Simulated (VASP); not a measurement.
# InSe (P3m1) in VASP: single point with r2SCAN

Aim: the single point of InSe with r2SCAN.

Everything below comes from runs of VASP 6.6.1. Logs are shortened: lines on timing, memory, paths and dates and some standing lists are left out, and cuts for length are marked.

**1. The cell of the first run**

The structure is trigonal, space group P3m1 (No. 156). The conventional cell has a = 4.000 Å, b = 4.000 Å, c = 25.700 Å, α = 90.00°, β = 90.00°, γ = 120.00°. Within 3.5 Å of In (site symmetry 3m) lie 3 Se at 2.64 Å and 1 In at 2.80 Å. In (site symmetry 3m) has 3 Se at 2.64 Å and 1 In at 2.80 Å within 3.5 Å. In (site symmetry 3m) has 3 Se at 2.64 Å and 1 In at 2.80 Å within 3.5 Å. In (site symmetry 3m) has 3 Se at 2.64 Å and 1 In at 2.80 Å within 3.5 Å. In (site symmetry 3m) has 3 Se at 2.64 Å and 1 In at 2.80 Å within 3.5 Å. In (site symmetry 3m) has 3 Se at 2.64 Å and 1 In at 2.80 Å within 3.5 Å. Se (site symmetry 3m) has 3 In at 2.64 Å within 3.5 Å. Se (site symmetry 3m) has 3 In at 2.64 Å within 3.5 Å.

**2. Single point, r2SCAN (the distance across one plane changed)**

POSCAR reads:

```
InSe
1.0
   -1.9999996503     -3.4641010095      0.0000000000
    1.9999996503     -3.4641010095      0.0000000000
    0.0000000000      0.0000000000     25.7000100000
In Se
6 6
Direct
    0.0000000000      0.0000000000      0.7545676158
    0.3333333333      0.3333333333      0.1073561945
    0.6666666667      0.6666666667      0.4309619052
    1.0000000000      1.0000000000      0.8634932980
    0.3333333333      0.3333333333      0.2162818767
    0.6666666667      0.6666666667      0.5398875874
    1.0000000000      1.0000000000      0.3812884286
    0.3333333333      0.3333333333      0.7048941392
    0.6666666667      0.6666666667      0.0576827179
    1.0000000000      1.0000000000      0.5895287034
    0.3333333333      0.3333333333      0.9131344141
    0.6666666667      0.6666666667      0.2659229927
```

INCAR.step1 reads:

```
SYSTEM = InSe
PREC     = Accurate       ! precision mode
ENCUT    = 520            ! plane-wave cutoff, eV
ISMEAR   = 0              ! smearing method
SIGMA    = 0.05           ! smearing width, eV
LREAL    = .FALSE.        ! projectors in reciprocal space
LASPH    = .TRUE.         ! aspherical terms in the spheres
NELM     = 80             ! most SCF steps
NBANDS   = 69             ! bands
GGA      = PE             ! functional
ALGO     = Normal         ! electronic algorithm
EDIFF    = 1E-4           ! SCF threshold, eV
LWAVE    = .TRUE.         ! write WAVECAR
LCHARG   = .FALSE.        ! write CHGCAR
```

INCAR.step2 reads:

```
SYSTEM = InSe
PREC     = Accurate       ! precision mode
ENCUT    = 520            ! plane-wave cutoff, eV
EDIFF    = 1E-7           ! SCF threshold, eV
ISMEAR   = 0              ! smearing method
SIGMA    = 0.05           ! smearing width, eV
LREAL    = .FALSE.        ! projectors in reciprocal space
LASPH    = .TRUE.         ! aspherical terms in the spheres
NELM     = 80             ! most SCF steps
ALGO     = Normal         ! electronic algorithm
ISIF     = 2              ! what is computed and relaxed
LWAVE    = .FALSE.        ! write WAVECAR
LCHARG   = .FALSE.        ! write CHGCAR
METAGGA  = R2SCAN         ! meta-GGA
LMIXTAU  = .TRUE.       
NBANDS   = 69             ! bands
ISTART   = 1
```

KPOINTS reads:

```
Automatic mesh
0
G
  8 8 2
  0 0 0
```

Potentials or basis: VASP PAW PBE potentials, release 64 (In_d, Se).

On the command line:

```bash
cat potpaw_PBE.64/In_d/POTCAR potpaw_PBE.64/Se/POTCAR > POTCAR
cp INCAR.step1 INCAR
mpirun -np 1 vasp_std > vasp.out
cp INCAR.step2 INCAR
mpirun -np 1 vasp_std > vasp.out
```

OUTCAR:

```text
SYSTEM = InSe
   PREC = Accurate
   ENCUT = 520
   EDIFF = 1E-7
   ISMEAR = 0
   LREAL = .FALSE.
   LASPH = .TRUE.
   NELM = 80
   ISIF = 2
   METAGGA = R2SCAN
   ISTART = 1

 ion  position               nearest neighbor table
   1  0.000  0.000  0.755-   8 2.64   8 2.64   8 2.64   4 2.80
   2  0.333  0.333  0.107-   9 2.64   9 2.64   9 2.64   5 2.80
   3  0.667  0.667  0.431-   7 2.64   7 2.64   7 2.64   6 2.80
   4  0.000  0.000  0.863-  11 2.64  11 2.64  11 2.64   1 2.80
   5  0.333  0.333  0.216-  12 2.64  12 2.64  12 2.64   2 2.80
   6  0.667  0.667  0.540-  10 2.64  10 2.64  10 2.64   3 2.80
   7  0.000  0.000  0.381-   3 2.64   3 2.64   3 2.64
   8  0.333  0.333  0.705-   1 2.64   1 2.64   1 2.64
   9  0.667  0.667  0.058-   2 2.64   2 2.64   2 2.64
  10  0.000  0.000  0.590-   6 2.64   6 2.64   6 2.64
  11  0.333  0.333  0.913-   4 2.64   4 2.64   4 2.64
  12  0.667  0.667  0.266-   5 2.64   5 2.64   5 2.64

  LATTYP: Found a hexagonal cell.
 ALAT       =     3.9999993007
 C/A-ratio  =     6.4250036233

  Lattice vectors:

 A1 = (  -1.9999996503,   3.4641010095,   0.0000000000)
 A2 = (  -1.9999996503,  -3.4641010095,   0.0000000000)
 A3 = (   0.0000000000,   0.0000000000,  25.7000100000)

Analysis of symmetry for initial positions (statically):
=====================================================================
 Subroutine PRICEL returns:
 Original cell was already a primitive cell.

 Routine SETGRP: Setting up the symmetry group for a
 hexagonal supercell.

 Subroutine GETGRP returns: Found  6 space group operations
 (whereof  6 operations were pure point group operations)
 out of a pool of 24 trial point group operations.

The static configuration has the point symmetry C_3v.

Analysis of symmetry for dynamics (positions and initial velocities):
=====================================================================
 Subroutine PRICEL returns:
 Original cell was already a primitive cell.

 Routine SETGRP: Setting up the symmetry group for a
 hexagonal supercell.

 Subroutine GETGRP returns: Found  6 space group operations
 (whereof  6 operations were pure point group operations)
 out of a pool of 24 trial point group operations.

The dynamic configuration has the point symmetry C_3v.

 Subroutine INISYM returns: Found  6 space group operations
 (whereof  6 operations are pure point group operations),
 and found     1 'primitive' translations

----------------------------------------------------------------------------------------

                                     Primitive cell

  volume of cell :     356.1097

  direct lattice vectors                    reciprocal lattice vectors
    -1.999999650 -3.464101010  0.000000000    -0.250000044 -0.144337593  0.000000000
     1.999999650 -3.464101010  0.000000000     0.250000044 -0.144337593  0.000000000
     0.000000000  0.000000000 25.700010000     0.000000000  0.000000000  0.038910491

  length of vectors
     3.999999301  3.999999301 25.700010000     0.288675185  0.288675185  0.038910491

  position of ions in fractional coordinates (direct lattice)
     0.000000000  0.000000000  0.754567616
     0.333333333  0.333333333  0.107356194
     0.666666667  0.666666667  0.430961905
     0.000000000  0.000000000  0.863493298
     0.333333333  0.333333333  0.216281877
     0.666666667  0.666666667  0.539887587
     0.000000000  0.000000000  0.381288429
     0.333333333  0.333333333  0.704894139
     0.666666667  0.666666667  0.057682718
     0.000000000  0.000000000  0.589528703
     0.333333333  0.333333333  0.913134414
     0.666666667  0.666666667  0.265922993

  ion indices of the primitive-cell ions
   primitive index   ion index
                 1           1
                 2           2
                 3           3
                 4           4
                 5           5
                 6           6
                 7           7
                 8           8
                 9           9
                10          10
                11          11
                12          12

----------------------------------------------------------------------------------------

 KPOINTS: Automatic mesh

Automatic generation of k-mesh.
 Grid dimensions read from file:
 generate k-points for:    8    8    2

 Generating k-lattice:

  Cartesian coordinates                     Fractional coordinates (reciprocal lattice)
    -0.031250005 -0.018042199  0.000000000     0.125000000  0.000000000  0.000000000
     0.031250005 -0.018042199  0.000000000     0.000000000  0.125000000  0.000000000
     0.000000000  0.000000000  0.019455245     0.000000000  0.000000000  0.500000000

  Length of vectors
     0.036084398  0.036084398  0.019455245

  Shift w.r.t. Gamma in fractional coordinates (k-lattice)
     0.000000000  0.000000000  0.000000000

 Subroutine IBZKPT returns following result:
 ===========================================

 Found     20 irreducible k-points:

 Following reciprocal coordinates:
            Coordinates               Weight
  0.000000  0.000000  0.000000      1.000000
  0.125000  0.000000  0.000000      6.000000
  0.250000  0.000000  0.000000      6.000000
  0.375000 -0.000000  0.000000      6.000000
  0.500000  0.000000  0.000000      3.000000
  0.250000  0.125000  0.000000      6.000000
[... 12 lines left out ...]
  0.500000  0.250000  0.500000      6.000000
 -0.375000  0.250000  0.500000      6.000000
   k-points           NKPTS =     20   k-points in BZ     NKDIM =     20   number of bands    NBANDS=     69
   number of dos      NEDOS =    301   number of ions     NIONS =     12
   total plane-waves  NPLWV = 172800
   dimension x,y,z NGX =    30 NGY =   30 NGZ =  192
   dimension x,y,z NGXF=    60 NGYF=   60 NGZF=  384
   ions per type =               6   6
   NGX,Y,Z   is equivalent  to a cutoff of  12.47, 12.47, 12.42 a.u.
   NGXF,Y,Z  is equivalent  to a cutoff of  24.94, 24.94, 24.84 a.u.
 SYSTEM =  InSe
   PREC   = accura    normal or accurate (medium, high low for compatibility)
   ISTART =      1    job   : 0-new  1-cont  2-samecut
   ICHARG =      0    charge: 1-file 2-atom 10-const
   ISPIN  =      1    spin polarized calculation?
   LNONCOLLINEAR =      F non collinear calculations
   LSORBIT =      F    spin-orbit coupling
   LASPH  =      T    aspherical Exc in radial PAW
   ENCUT  =  520.0 eV  38.22 Ry    6.18 a.u.   7.44  7.44 47.78*2*pi/ulx,y,z
   NELM   =     80;   NELMIN=  2; NELMDL=  0     # of ELM steps
   EDIFF  = 0.1E-06   stopping-criterion for ELM
   LREAL  =      F    real-space projection
   EDIFFG = 0.1E-05   stopping-criterion for IOM
   NSW    =      0    number of steps for IOM
   IBRION =     -1    ionic relax: 0-MD 1-quasi-New 2-CG
   NFREE  =      0    steps in history (QN), initial steepest desc. (CG)
   ISIF   =      2    stress and relaxation
   ISYM   =      2    0-nonsym 1-usesym 2-fastsym
   POTIM  = 0.5000    time-step for ionic-motion
   TEBEG  =    0.0;   TEEND  =   0.0 temperature during run
   PSTRESS=    0.0 pullay stress
   NELECT =     114.0000    total number of electrons
   NUPDOWN=      -1.0000    fix difference up-down
   EMIN   =  10.00;   EMAX   =-10.00  energy-range for DOS
   EFERMI =   0.00;   METHOD = LEGACY
   ISMEAR =     0;   SIGMA  =   0.05  broadening in eV -4-tet -1-fermi 0-gaus
   EFERMI_NEDOS =   21; number of points for ismear=-14 and -15
   IALGO  =     38    algorithm
   IMIX   =      4    mixing-type and parameters
     AMIX     =   0.40;   BMIX     =  1.00
     AMIX_MAG =   1.60;   BMIX_MAG =  1.00
  volume/ion in A,a.u.               =      29.68       200.26
  Fermi-wavevector in a.u.,A,eV,Ry     =   1.119907  2.116317 17.064306  1.254191
  Thomas-Fermi vector in A             =   2.256549
   LORBIT       =      0    0 simple, 1 ext, 2 COOP (PROOUT), +10 PAW based schemes
   METAGGA = R2SCAN    functional components
   LHFCALC =     F    Hartree Fock is set to
   AEXX    =    0.0000 exact exchange contribution
   IVDW    =     0    specifies the selected vdW correction
   LEPSILON=     F    determine dielectric tensor
   LRPA    =     F    only Hartree local field effects (RPA)
 non-spin polarized calculation
 Gauss-broadening in eV      SIGMA  =   0.05
  energy-cutoff  :      520.00
  volume of cell :      356.11
 maximum number of plane-waves:      9677
 NGX is ok and might be reduce to    30
   NGX = 15   NGY = 15   NGZ = 95

 number of electron     113.9999975 magnetization

 Free energy of the ion-electron system (eV)
  ---------------------------------------------------
  ext. energy  EPLUGINS =         0.00000000
  ---------------------------------------------------
  free energy    TOTEN  =      -229.35806774 eV

  energy without entropy =     -229.35806774  energy(sigma->0) =     -229.35806774

 E-fermi :   3.8567     XC(G=0):  -9.3392

 val. band max:        3.6428551708   @ k =   0.0000   0.0000   0.5000
 cond. band min:       4.6287046078   @ k =   0.0000   0.0000   0.5000
 fundamental gap:      0.9858494370
 Fermi energy:         3.8567103016

 k-point     1 :       0.0000    0.0000    0.0000
  band No.  band energies     occupation
      1     -11.5717      2.00000
      2     -11.5655      2.00000
      3     -11.5594      2.00000
      4     -11.3902      2.00000
      5     -11.3901      2.00000
      6     -11.3846      2.00000
[... 61 lines left out ...]
     68       8.4528      0.00000
     69       8.4528      0.00000

 k-point     2 :       0.1250    0.0000    0.0000
  band No.  band energies     occupation
      1     -11.5779      2.00000
      2     -11.5713      2.00000
      3     -11.5654      2.00000
      4     -11.4482      2.00000
      5     -11.4401      2.00000
      6     -11.4344      2.00000
[... 61 lines left out ...]
     68       8.5639      0.00000
     69       8.6086      0.00000

 k-point     3 :       0.2500    0.0000    0.0000
  band No.  band energies     occupation
      1     -11.6373      2.00000
      2     -11.6264      2.00000
      3     -11.6212      2.00000
      4     -11.5195      2.00000
      5     -11.5084      2.00000
      6     -11.5014      2.00000
[... 1213 lines left out ...]
     68       8.6476      0.00000
     69       8.7682      0.00000

 k-point    20 :      -0.3750    0.2500    0.5000
  band No.  band energies     occupation
      1     -11.7482      2.00000
      2     -11.7400      2.00000
      3     -11.7345      2.00000
      4     -11.6536      2.00000
      5     -11.6444      2.00000
      6     -11.6385      2.00000
[... 61 lines left out ...]
     68       8.4881      0.00000
     69       8.5572      0.00000

------------------------ aborting loop because EDIFF is reached ----------------------------------------

  FORCE on cell =-STRESS in cart. coord.  units (eV):
  Direction    XX          YY          ZZ          XY          YZ          ZX
  --------------------------------------------------------------------------------------
  -------------------------------------------------------------------------------------
  Total        2.8777951      2.8777951      1.2608549      0.0000000     -0.0000000      0.0000000
  in kB       12.9475231     12.9475231      5.6727278      0.0000000     -0.0000000      0.0000000
  external PRESSURE =      10.5225913 kB  Pullay stress =       0.0000000 kB

 VOLUME and BASIS-vectors are now :
 -----------------------------------------------------------------------------
  energy-cutoff  :      520.00
  volume of cell :      356.11
      direct lattice vectors                 reciprocal lattice vectors
    -1.999999650 -3.464101010  0.000000000    -0.250000044 -0.144337593  0.000000000
     1.999999650 -3.464101010  0.000000000     0.250000044 -0.144337593  0.000000000
     0.000000000  0.000000000 25.700010000     0.000000000  0.000000000  0.038910491

 POSITION                                       TOTAL-FORCE (eV/Angst)
 -----------------------------------------------------------------------------------
      0.00000      0.00000     19.39240         0.000000      0.000000      0.102925
      0.00000     -2.30940      2.75906         0.000000     -0.000000      0.062692
      0.00000     -4.61880     11.07573        -0.000000     -0.000000      0.098986
      0.00000      0.00000     22.19179        -0.000000      0.000000     -0.068486
      0.00000     -2.30940      5.55845        -0.000000     -0.000000     -0.099949
      0.00000     -4.61880     13.87512         0.000000      0.000000     -0.095329
      0.00000      0.00000      9.79912        -0.000000     -0.000000      0.058501
      0.00000     -2.30940     18.11579        -0.000000     -0.000000      0.057460
      0.00000     -4.61880      1.48245        -0.000000     -0.000000     -0.083964
      0.00000      0.00000     15.15089        -0.000000     -0.000000     -0.061992
      0.00000     -2.30940     23.46756        -0.000000     -0.000000      0.089917
      0.00000     -4.61880      6.83422        -0.000000     -0.000000     -0.060762
 -----------------------------------------------------------------------------------
    total drift:                                0.000000      0.000016     -0.000466

  FREE ENERGIE OF THE ION-ELECTRON SYSTEM (eV)
  ---------------------------------------------------
  free  energy   TOTEN  =      -229.3580677351 eV

  energy  without entropy=     -229.3580677351  energy(sigma->0) =     -229.35806774
```

It took 2.2 h on 1 thread of Oxide Virtual Turin-like, shared host; peak memory 0.66 GiB.

Results:

| Item | Value |
| --- | --- |
| Free energy | -229.3581 eV |
| Pressure | 1.1 GPa |
| Largest force | 0.103 eV/Å |
| Band gap on the k mesh | 0.99 eV |

Forces on the atoms (eV/Å):
```
In   0.000  0.000  0.103
In   0.000  0.000  0.063
In   0.000  0.000  0.099
In   0.000  0.000 -0.068
In   0.000  0.000 -0.100
In   0.000  0.000 -0.095
Se   0.000  0.000  0.059
Se   0.000  0.000  0.057
Se   0.000  0.000 -0.084
Se   0.000  0.000 -0.062
Se   0.000  0.000  0.090
Se   0.000  0.000 -0.061
```

Caveat: the cell differs from its parent crystal (the distance across one plane changed); the PAW data sets were made with another functional, which shifts forces and pressure a little; spin-orbit coupling is left out, which moves the levels of the heavy elements. A k mesh can miss the band edges.
